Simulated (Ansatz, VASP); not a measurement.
BAs: VASP beside Ansatz

The input INCAR:

```
PREC = Accurate ; ENCUT = 520
EDIFF = 1E-8 ; ISMEAR = -1
SIGMA = 0.05 ; LREAL = False
LASPH = True ; NELM = 100
ALGO = Normal ; ISIF = 2
LWAVE = False ; LCHARG = False
GGA = PE ; LEFG = True
NBANDS = 11
```

KPOINTS

```
regular mesh
0
Gamma
  13 13 13
```

The input POSCAR:

```
BAs
1.0
    0.0000000000      2.3562190158      2.3562190158
    2.3562190158      0.0000000000      2.3562190158
    2.3562190158      2.3562190158      0.0000000000
B As
1 1
Direct
    0.0000000000      0.0000000000      0.0000000000
    0.7500000000      0.7500000000      0.7500000000
```

Input for Ansatz:

```yaml
crystal:
  lattice:
    - [0.0, 2.3562190158, 2.3562190158]
    - [2.3562190158, 0.0, 2.3562190158]
    - [2.3562190158, 2.3562190158, 0.0]
  atoms:
    - { symbol: B, position: [0.0, 0.0, 0.0] }
    - { symbol: As, position: [0.75, 0.75, 0.75] }
kpoints:
  mp_grid: { grid: [13, 13, 13] }
scf:
  occupations: { method: fermi_dirac, width: 0.05 }
hamiltonian:
  xc: pbe
  pseudopotentials: { kind: all_electron, datasets: crystal }
output:
  forces: true
  stress: true
  eigenvalues: true
  efg: { contact_densities: true }
```

Change from the starting cell: volume scaled by 0.96, crystal datasets.

Alike in both runs: task electric field gradients; functional PBE; k mesh 13 × 13 × 13; occupations fermi-dirac, width 0.05 eV; no spin polarisation.

|  | VASP | Ansatz |
| --- | --- | --- |
| version | VASP 6.6.1 | Ansatz 0.2.0 |
| potentials or method | VASP PAW PBE potentials, release 64 (B, As), cutoff 520 eV | all-electron PAW with datasets made for the crystal, scalar-relativistic |

|  | VASP | Ansatz | Ansatz less VASP |
| --- | --- | --- | --- |
| pressure (GPa) | 9.9 | 9.0 | -0.85 |

Ansatz ran all-electron here, and VASP with PAW potentials.
